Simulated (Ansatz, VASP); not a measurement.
# Be: VASP beside Ansatz

```
Be
1.0
     3.74681    0.00000    0.00000
     0.00000    3.74681    0.00000
     0.00000    0.00000    2.28128
Be
4
Direct
  0.29741 0.29741 0.00000
  0.70259 0.70259 0.00000
  0.20259 0.79741 0.50000
  0.79741 0.20259 0.50000
```

Alike in both runs: task electric field gradients; functional PBE; k mesh 9 × 9 × 14; occupations fermi-dirac, width 0.05 eV; no spin polarisation.

|  | VASP | Ansatz |
| --- | --- | --- |
| version | VASP 6.6.1 | Ansatz 0.2.0 |
| potentials or method | VASP PAW PBE potentials, release 64 (Be) | PAW with Ansatz's default frozen-core files, scalar-relativistic |
| plane-wave cutoff (eV) | 520 | 420 |
| valence electrons in the cell | 8 | 8 |

```tsv
	VASP	Ansatz	Ansatz less VASP
pressure (GPa)	0.1	0.0	-0.15
traceless stress, the component that is largest in VASP (GPa)	-0.91	-0.91	+0.002
rms of the force components (eV/Å)	0.002	0.004	+0.0014
size of Vzz on the site where it differs most (V/Å²)	1.8	1.4	-0.34
```

Atom by atom the forces differ by 0.001 eV/Å (rms over components).
